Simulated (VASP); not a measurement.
# SnTe (I4/mmm) in VASP: a series of runs, part 2 of 2

VASP 6.6.1. The steps go on from the part before.

### Step 3. Single point, PBEsol (strain -0.0100 x Voigt [1, 1, 0, 0, 0, 0])

INCAR reads:

```
PREC = Accurate
ENCUT = 500
EDIFF = 1E-6
ISMEAR = 0
SIGMA = 0.03
LREAL = F
LASPH = T
NELM = 120
ALGO = Normal
ISIF = 2
LWAVE = F
LCHARG = F
GGA = PS
NBANDS = 17
GGA_COMPAT = F
```

KPOINTS reads:

```
regular mesh
0
Gamma
  10 10 10
```

POSCAR reads:

```
SnTe
1.0
    0.0000000000      3.1249350000      3.1565000000
    3.1249350000      0.0000000000      3.1565000000
    3.1249350000      3.1249350000      0.0000000000
Sn Te
1 1
Direct
    0.0000000000      0.0000000000      0.0000000000
    0.5000000000      0.5000000000      0.5000000000
```

Potentials or basis: VASP PAW PBE potentials, release 64 (Sn_d, Te).

On the command line:

```sh
$ cat potpaw_PBE.64/Sn_d/POTCAR potpaw_PBE.64/Te/POTCAR > POTCAR
$ mpirun -np 1 vasp_std > vasp.out
```

OUTCAR:

```text
PREC = Accurate
   ENCUT = 500
   EDIFF = 1E-6
   ISMEAR = 0
   LREAL = F
   LASPH = T
   NELM = 120
   ISIF = 2
   GGA = PS

 ion  position               nearest neighbor table
   1  0.000  0.000  0.000-   2 3.12   2 3.12   2 3.12   2 3.12   2 3.16   2 3.16
   2  0.500  0.500  0.500-   1 3.12   1 3.12   1 3.12   1 3.12   1 3.16   1 3.16

  LATTYP: Found a body centered tetragonal cell.
 ALAT       =     4.4193254585
 C/A-ratio  =     1.4284985479

  Lattice vectors:

 A1 = (  -3.1249350000,   0.0000000000,   3.1565000000)
 A2 = (   3.1249350000,   0.0000000000,   3.1565000000)
 A3 = (   0.0000000000,   3.1249350000,  -3.1565000000)

Analysis of symmetry for initial positions (statically):
=====================================================================
 Subroutine PRICEL returns:
 Original cell was already a primitive cell.

 Routine SETGRP: Setting up the symmetry group for a
 body centered tetragonal supercell.

 Subroutine GETGRP returns: Found 16 space group operations
 (whereof 16 operations were pure point group operations)
 out of a pool of 16 trial point group operations.

The static configuration has the point symmetry D_4h.

Analysis of symmetry for dynamics (positions and initial velocities):
=====================================================================
 Subroutine PRICEL returns:
 Original cell was already a primitive cell.

 Routine SETGRP: Setting up the symmetry group for a
 body centered tetragonal supercell.

 Subroutine GETGRP returns: Found 16 space group operations
 (whereof 16 operations were pure point group operations)
 out of a pool of 16 trial point group operations.

The dynamic configuration has the point symmetry D_4h.

 Subroutine INISYM returns: Found 16 space group operations
 (whereof 16 operations are pure point group operations),
 and found     1 'primitive' translations

----------------------------------------------------------------------------------------

                                     Primitive cell

  volume of cell :      61.6478

  direct lattice vectors                    reciprocal lattice vectors
     0.000000000  3.124935000  3.156500000    -0.160003328  0.160003328  0.158403295
     3.124935000  0.000000000  3.156500000     0.160003328 -0.160003328  0.158403295
     3.124935000  3.124935000  0.000000000     0.160003328  0.160003328 -0.158403295

  length of vectors
     4.441701364  4.441701364  4.419325459     0.276213203  0.276213203  0.276213203

  position of ions in fractional coordinates (direct lattice)
     0.000000000  0.000000000  0.000000000
     0.500000000  0.500000000  0.500000000

  ion indices of the primitive-cell ions
   primitive index   ion index
                 1           1
                 2           2

----------------------------------------------------------------------------------------

 KPOINTS: regular mesh

Automatic generation of k-mesh.
 Grid dimensions read from file:
 generate k-points for:   10   10   10

 Generating k-lattice:

  Cartesian coordinates                     Fractional coordinates (reciprocal lattice)
    -0.016000333  0.016000333  0.015840329     0.100000000  0.000000000  0.000000000
     0.016000333 -0.016000333  0.015840329     0.000000000  0.100000000  0.000000000
     0.016000333  0.016000333 -0.015840329     0.000000000  0.000000000  0.100000000

  Length of vectors
     0.027621320  0.027621320  0.027621320

  Shift w.r.t. Gamma in fractional coordinates (k-lattice)
     0.000000000  0.000000000  0.000000000

 Subroutine IBZKPT returns following result:
 ===========================================

 Found    102 irreducible k-points:

 Following reciprocal coordinates:
            Coordinates               Weight
  0.000000  0.000000  0.000000      1.000000
  0.100000  0.000000  0.000000      8.000000
  0.200000  0.000000  0.000000      8.000000
  0.300000 -0.000000  0.000000      8.000000
  0.400000  0.000000  0.000000      8.000000
  0.500000 -0.000000  0.000000      4.000000
[... 16 lines left out ...]
  0.300000  0.300000  0.000000      2.000000
  0.400000  0.300000  0.000000      8.000000
 [... further k-points ...]
   k-points           NKPTS =    102   k-points in BZ     NKDIM =    102   number of bands    NBANDS=     17
   number of dos      NEDOS =    301   number of ions     NIONS =      2
   total plane-waves  NPLWV =  32768
   dimension x,y,z NGX =    32 NGY =   32 NGZ =   32
   dimension x,y,z NGXF=    64 NGYF=   64 NGZF=   64
   ions per type =               1   1
   NGX,Y,Z   is equivalent  to a cutoff of  11.98, 11.98, 12.04 a.u.
   NGXF,Y,Z  is equivalent  to a cutoff of  23.95, 23.95, 24.08 a.u.
 SYSTEM =  unknown system
   PREC   = accura    normal or accurate (medium, high low for compatibility)
   ISTART =      0    job   : 0-new  1-cont  2-samecut
   ICHARG =      2    charge: 1-file 2-atom 10-const
   ISPIN  =      1    spin polarized calculation?
   LNONCOLLINEAR =      F non collinear calculations
   LSORBIT =      F    spin-orbit coupling
   LASPH  =      T    aspherical Exc in radial PAW
   ENCUT  =  500.0 eV  36.75 Ry    6.06 a.u.   8.10  8.10  8.06*2*pi/ulx,y,z
   NELM   =    120;   NELMIN=  2; NELMDL= -5     # of ELM steps
   EDIFF  = 0.1E-05   stopping-criterion for ELM
   LREAL  =      F    real-space projection
   EDIFFG = 0.1E-04   stopping-criterion for IOM
   NSW    =      0    number of steps for IOM
   IBRION =     -1    ionic relax: 0-MD 1-quasi-New 2-CG
   NFREE  =      0    steps in history (QN), initial steepest desc. (CG)
   ISIF   =      2    stress and relaxation
   ISYM   =      2    0-nonsym 1-usesym 2-fastsym
   POTIM  = 0.5000    time-step for ionic-motion
   TEBEG  =    0.0;   TEEND  =   0.0 temperature during run
   PSTRESS=    0.0 pullay stress
   NELECT =      20.0000    total number of electrons
   NUPDOWN=      -1.0000    fix difference up-down
   EMIN   =  10.00;   EMAX   =-10.00  energy-range for DOS
   EFERMI =   0.00;   METHOD = LEGACY
   ISMEAR =     0;   SIGMA  =   0.03  broadening in eV -4-tet -1-fermi 0-gaus
   EFERMI_NEDOS =   21; number of points for ismear=-14 and -15
   IALGO  =     38    algorithm
   IMIX   =      4    mixing-type and parameters
     AMIX     =   0.40;   BMIX     =  1.00
     AMIX_MAG =   1.60;   BMIX_MAG =  1.00
  volume/ion in A,a.u.               =      30.82       208.01
  Fermi-wavevector in a.u.,A,eV,Ry     =   1.124896  2.125745 17.216679  1.265390
  Thomas-Fermi vector in A             =   2.261570
   LORBIT       =      0    0 simple, 1 ext, 2 COOP (PROOUT), +10 PAW based schemes
   GGA     = PS    functional components
   LHFCALC =     F    Hartree Fock is set to
   AEXX    =    0.0000 exact exchange contribution
   IVDW    =     0    specifies the selected vdW correction
   LEPSILON=     F    determine dielectric tensor
   LRPA    =     F    only Hartree local field effects (RPA)
 non-spin polarized calculation
 Gauss-broadening in eV      SIGMA  =   0.03
  energy-cutoff  :      500.00
  volume of cell :       61.65
 maximum number of plane-waves:      1588
   NGX = 17   NGY = 17   NGZ = 17

 number of electron      20.0000011 magnetization

 Free energy of the ion-electron system (eV)
  ---------------------------------------------------
  ext. energy  EPLUGINS =         0.00000000
  ---------------------------------------------------
  free energy    TOTEN  =        -8.33641071 eV

  energy without entropy =       -8.33641071  energy(sigma->0) =       -8.33641071

 E-fermi :   7.0217     XC(G=0):  -9.7184

 val. band max:        6.9253141698   @ k =   0.5000  -0.0000   0.0000
 cond. band min:       7.1180368687   @ k =   0.5000  -0.0000   0.0000
 fundamental gap:      0.1927226989
 Fermi energy:         7.0216726453

 k-point     1 :       0.0000    0.0000    0.0000
  band No.  band energies     occupation
      1     -14.8000      2.00000
      2     -14.7969      2.00000
      3     -14.7915      2.00000
      4     -14.7915      2.00000
      5     -14.7890      2.00000
      6      -5.9412      2.00000
[... 9 lines left out ...]
     16      11.7039      0.00000
     17      13.6394      0.00000
[... 441 lines left out ...]
 k-point    24 :       0.4000    0.3000    0.0000
  band No.  band energies     occupation
      1     -14.8139      2.00000
      2     -14.7939      2.00000
      3     -14.7916      2.00000
      4     -14.7828      2.00000
      5     -14.7824      2.00000
      6      -4.7379      2.00000
[... 9 lines left out ...]
     16      16.2393      0.00000
     17      16.6047      0.00000

 [... further k-points ...]

------------------------ aborting loop because EDIFF is reached ----------------------------------------

  FORCE on cell =-STRESS in cart. coord.  units (eV):
  Direction    XX          YY          ZZ          XY          YZ          ZX
  --------------------------------------------------------------------------------------
  -------------------------------------------------------------------------------------
  Total        0.3264823      0.3264823     -0.1972189      0.0000000      0.0000000      0.0000000
  in kB        8.4850114      8.4850114     -5.1255604      0.0000000      0.0000000      0.0000000
  external PRESSURE =       3.9481541 kB  Pullay stress =       0.0000000 kB

 VOLUME and BASIS-vectors are now :
 -----------------------------------------------------------------------------
  energy-cutoff  :      500.00
  volume of cell :       61.65
      direct lattice vectors                 reciprocal lattice vectors
     0.000000000  3.124935000  3.156500000    -0.160003328  0.160003328  0.158403295
     3.124935000  0.000000000  3.156500000     0.160003328 -0.160003328  0.158403295
     3.124935000  3.124935000  0.000000000     0.160003328  0.160003328 -0.158403295

 POSITION                                       TOTAL-FORCE (eV/Angst)
 -----------------------------------------------------------------------------------
      0.00000      0.00000      0.00000        -0.000000      0.000000      0.000000
      3.12493      3.12493      3.15650         0.000000     -0.000000     -0.000000
 -----------------------------------------------------------------------------------
    total drift:                                0.000000     -0.000000     -0.000000

  FREE ENERGIE OF THE ION-ELECTRON SYSTEM (eV)
  ---------------------------------------------------
  free  energy   TOTEN  =        -8.3364107131 eV

  energy  without entropy=       -8.3364107087  energy(sigma->0) =       -8.33641071
```

OSZICAR:

```text
N       E                     dE             d eps       ncg     rms          rms(c)
DAV:   1     0.122203653213E+03    0.12220E+03   -0.93756E+03  3528   0.131E+03
DAV:   2     0.243553647986E+01   -0.11977E+03   -0.11684E+03  3698   0.325E+02
DAV:   3    -0.808471193353E+01   -0.10520E+02   -0.10424E+02  4369   0.867E+01
DAV:   4    -0.837780239305E+01   -0.29309E+00   -0.29291E+00  4146   0.151E+01
DAV:   5    -0.838946336001E+01   -0.11661E-01   -0.11660E-01  5004   0.290E+00    0.492E+00
DAV:   6    -0.833911589616E+01    0.50347E-01   -0.10617E-01  4841   0.258E+00    0.307E+00
DAV:   7    -0.833705633731E+01    0.20596E-02   -0.44518E-02  4481   0.128E+00    0.684E-01
DAV:   8    -0.833636465135E+01    0.69169E-03   -0.70227E-03  4449   0.713E-01    0.158E-01
DAV:   9    -0.833643135509E+01   -0.66704E-04   -0.56761E-04  4606   0.217E-01    0.354E-02
DAV:  10    -0.833641116466E+01    0.20190E-04   -0.74132E-05  4658   0.792E-02    0.193E-02
DAV:  11    -0.833641092439E+01    0.24027E-06   -0.29686E-05  4681   0.459E-02    0.247E-02
DAV:  12    -0.833641071314E+01    0.21125E-06   -0.23371E-06  3650   0.131E-02
   1 F= -.83364107E+01 E0= -.83364107E+01  d E =-.447630E-08
```

It took 2.7 min on 1 thread of AMD EPYC 7R13, shared host; peak memory 0.22 GiB.

What came out:

- Free energy: -8.3364 eV
- Pressure: 0.4 GPa
- Band gap on the k mesh: 0.19 eV

Caveat: the cell differs from its parent crystal (strain -0.0100 x Voigt [1, 1, 0, 0, 0, 0]); the PAW data sets were made with another functional, which shifts forces and pressure a little; spin-orbit coupling is left out, which moves the levels of the heavy elements. A k mesh can miss the band edges.

### Step 4. Single point, PBEsol (strain +0.0100 x Voigt [1, 1, 0, 0, 0, 0])

INCAR reads:

```
SYSTEM = SnTe
ALGO     = Normal         ! electronic algorithm
EDIFF    = 1E-6           ! SCF threshold, eV
ENCUT    = 500            ! plane-wave cutoff, eV
GGA      = PS             ! functional
GGA_COMPAT= .FALSE.      
ISIF     = 2              ! what is computed and relaxed
ISMEAR   = 0              ! smearing method
LASPH    = .TRUE.         ! aspherical terms in the spheres
LCHARG   = .FALSE.        ! write CHGCAR
LREAL    = .FALSE.        ! projectors in reciprocal space
LWAVE    = .FALSE.        ! write WAVECAR
NBANDS   = 17             ! bands
NELM     = 120            ! most SCF steps
PREC     = Accurate       ! precision mode
SIGMA    = 0.03           ! smearing width, eV
```

KPOINTS reads:

```
k-points
0
G
  10 10 10
  0 0 0
```

POSCAR reads:

```
SnTe
1.0
    0.0000000000      3.1880650000      3.1565000000
    3.1880650000      0.0000000000      3.1565000000
    3.1880650000      3.1880650000      0.0000000000
Sn Te
1 1
Direct
    0.0000000000      0.0000000000      0.0000000000
    0.5000000000      0.5000000000      0.5000000000
```

On the command line:

```sh
$ cat potpaw_PBE.64/Sn_d/POTCAR potpaw_PBE.64/Te/POTCAR > POTCAR
$ mpirun -np 1 vasp_std > vasp.out
```

Wall time 4.6 min (1 thread of AMD EPYC 7R13, shared host); peak memory 0.24 GiB.

The run converged. Its results:

```
Free energy            : -8.3288 eV
Pressure               : -1.4 GPa
Band gap on the k mesh : 0.07 eV
```

Stress tensor (GPa, compression positive):
```
-1.80  0.00  0.00
 0.00 -1.80  0.00
 0.00  0.00 -0.62
```

Levels at points of the mesh, in eV from the valence-band top:
| k point | band 6 | band 7 | band 8 | band 9 | band 10 | band 11 | band 12 | band 13 | band 14 | band 15 |
| --- | --- | --- | --- | --- | --- | --- | --- | --- | --- | --- |
| (0.00, 0.00, 0.00) | -12.60 | -4.77 | -2.10 | -1.99 | -1.99 | 3.24 | 3.24 | 3.48 | 4.78 | 4.78 |
| (0.50, 0.00, 0.00) | -11.38 | -8.19 | -1.71 | -1.68 | 0.00 | 0.07 | 0.40 | 0.45 | 7.66 | 8.65 |
| (0.50, 0.50, 0.00) | -11.06 | -6.47 | -5.40 | -3.60 | -3.60 | 2.22 | 4.80 | 4.80 | 6.32 | 9.00 |
| (0.50, 0.00, 0.50) | -11.11 | -6.41 | -5.38 | -3.63 | -3.52 | 2.24 | 4.72 | 4.97 | 6.16 | 9.00 |

Caveat: the cell differs from its parent crystal (strain +0.0100 x Voigt [1, 1, 0, 0, 0, 0]); the PAW data sets were made with another functional, which shifts forces and pressure a little; spin-orbit coupling is left out, which moves the levels of the heavy elements.

### Step 5. Single point, PBEsol (strain +0.0200 x Voigt [1, 1, 0, 0, 0, 0])

INCAR reads:

```
ALGO = Normal
EDIFF = 1E-6
ENCUT = 500
GGA = PS
GGA_COMPAT = False
ISIF = 2
ISMEAR = 0
LASPH = True
LCHARG = True
LELF = True
LREAL = False
LVHAR = True
LWAVE = False
NBANDS = 17
NELM = 120
PREC = Accurate
SIGMA = 0.03
```

KPOINTS reads:

```
k-points
0
Gamma
  10 10 10
```

POSCAR reads:

```
SnTe
1.0
    0.0000000000      3.2196300000      3.1565000000
    3.2196300000      0.0000000000      3.1565000000
    3.2196300000      3.2196300000      0.0000000000
Sn Te
1 1
Direct
    0.0000000000      0.0000000000      0.0000000000
    0.5000000000      0.5000000000      0.5000000000
```

Potentials or basis: VASP PAW PBE potentials, release 64 (Sn_d, Te).

On the command line:

```sh
$ cat potpaw_PBE.64/Sn_d/POTCAR potpaw_PBE.64/Te/POTCAR > POTCAR
$ mpirun -np 1 vasp_std > vasp.out
```

OUTCAR:

```text
EDIFF = 1E-6
   ENCUT = 500
   GGA = PS
   ISIF = 2
   ISMEAR = 0
   LASPH = True
   LREAL = False
   NELM = 120
   PREC = Accurate

 ion  position               nearest neighbor table
   1  0.000  0.000  0.000-   2 3.16   2 3.16   2 3.22   2 3.22   2 3.22   2 3.22
   2  0.500  0.500  0.500-   1 3.16   1 3.16   1 3.22   1 3.22   1 3.22   1 3.22

  LATTYP: Found a body centered tetragonal cell.
 ALAT       =     4.5532444118
 C/A-ratio  =     1.3864838847

  Lattice vectors:

 A1 = (   0.0000000000,  -3.2196300000,  -3.1565000000)
 A2 = (   0.0000000000,   3.2196300000,  -3.1565000000)
 A3 = (   3.2196300000,   0.0000000000,   3.1565000000)

Analysis of symmetry for initial positions (statically):
=====================================================================
 Subroutine PRICEL returns:
 Original cell was already a primitive cell.

 Routine SETGRP: Setting up the symmetry group for a
 body centered tetragonal supercell.

 Subroutine GETGRP returns: Found 16 space group operations
 (whereof 16 operations were pure point group operations)
 out of a pool of 16 trial point group operations.
[... 161 lines left out ...]

  energy without entropy =       -8.31040752  energy(sigma->0) =       -8.31045769

 E-fermi :   6.2365     XC(G=0):  -9.4543

 val. band max:        6.2201092052   @ k =   0.5000   0.0000   0.0000
 cond. band min:       6.2529619385   @ k =   0.5000   0.0000   0.0000
 fundamental gap:      0.0328527333
 Fermi energy:         6.2365355718

 k-point     1 :       0.0000    0.0000    0.0000
  band No.  band energies     occupation
      1     -15.5183      2.00000
      2     -15.5141      2.00000
      3     -15.5106      2.00000
      4     -15.5078      2.00000
      5     -15.5078      2.00000
      6      -6.2434      2.00000
[... 457 lines left out ...]
      4     -15.5006      2.00000
      5     -15.5003      2.00000
      6      -5.1065      2.00000
[... 9 lines left out ...]
     16      15.1498      0.00000
     17      15.8848      0.00000

 [... further k-points ...]

------------------------ aborting loop because EDIFF is reached ----------------------------------------

  FORCE on cell =-STRESS in cart. coord.  units (eV):
  Direction    XX          YY          ZZ          XY          YZ          ZX
  --------------------------------------------------------------------------------------
  -------------------------------------------------------------------------------------
  Total       -1.1735919     -1.1735919     -0.2679023      0.0000000      0.0000000      0.0000000
  in kB      -28.7329333    -28.7329333     -6.5590252      0.0000000      0.0000000      0.0000000
  external PRESSURE =     -21.3416306 kB  Pullay stress =       0.0000000 kB

 VOLUME and BASIS-vectors are now :
 -----------------------------------------------------------------------------
  energy-cutoff  :      500.00
  volume of cell :       65.44
      direct lattice vectors                 reciprocal lattice vectors
     0.000000000  3.219630000  3.156500000    -0.155297348  0.155297348  0.158403295
     3.219630000  0.000000000  3.156500000     0.155297348 -0.155297348  0.158403295
     3.219630000  3.219630000  0.000000000     0.155297348  0.155297348 -0.158403295

 POSITION                                       TOTAL-FORCE (eV/Angst)
 -----------------------------------------------------------------------------------
      0.00000      0.00000      0.00000         0.000000     -0.000000      0.000000
      3.21963      3.21963      3.15650        -0.000000      0.000000      0.000000
 -----------------------------------------------------------------------------------
    total drift:                               -0.000000      0.000000      0.000000

  FREE ENERGIE OF THE ION-ELECTRON SYSTEM (eV)
  ---------------------------------------------------
  free  energy   TOTEN  =        -8.3105078527 eV

  energy  without entropy=       -8.3104075224  energy(sigma->0) =       -8.31045769
```

Run time: 4.7 min. Hardware: 1 thread of AMD EPYC 7R13, shared host; peak memory 0.25 GiB.

Results:

* Free energy: -8.3105 eV
* Pressure: -2.1 GPa
* Band gap on the k mesh: 0.03 eV

Stress tensor (GPa, compression positive):
```
-2.87  0.00  0.00
 0.00 -2.87  0.00
 0.00  0.00 -0.66
```

Caveat: the cell differs from its parent crystal (strain +0.0200 x Voigt [1, 1, 0, 0, 0, 0]); the PAW data sets were made with another functional, which shifts forces and pressure a little; spin-orbit coupling is left out, which moves the levels of the heavy elements. A k mesh can miss the band edges.

### Step 6. The runs side by side

```csv
cell,gap on the mesh (eV),pressure (GPa)
"a = 4.420, b = 4.420, c = 4.375 Å, angles 60.3, 60.3, 59.3°, 2 atoms",0.28,1.5
"a = 4.442, b = 4.442, c = 4.419 Å, angles 60.2, 60.2, 59.7°, 2 atoms",0.19,0.4
"a = 4.486, b = 4.486, c = 4.509 Å, angles 59.8, 59.8, 60.3°, 2 atoms",0.07,-1.4
"a = 4.509, b = 4.509, c = 4.553 Å, angles 59.7, 59.7, 60.7°, 2 atoms",0.03,-2.1
```

Alike in all rows: task single point; level PBEsol; potentials or basis VASP PAW PBE potentials, release 64 (Sn_d, Te); no spin polarisation; k mesh 10 × 10 × 10; cutoff (eV) 500; smearing gaussian 0.03 eV.

Caveats: the PAW data sets were made with another functional, which shifts forces and pressure a little; spin-orbit coupling is left out, which moves the levels of the heavy elements.

Absolute energies hang on the potentials; compare differences alone.
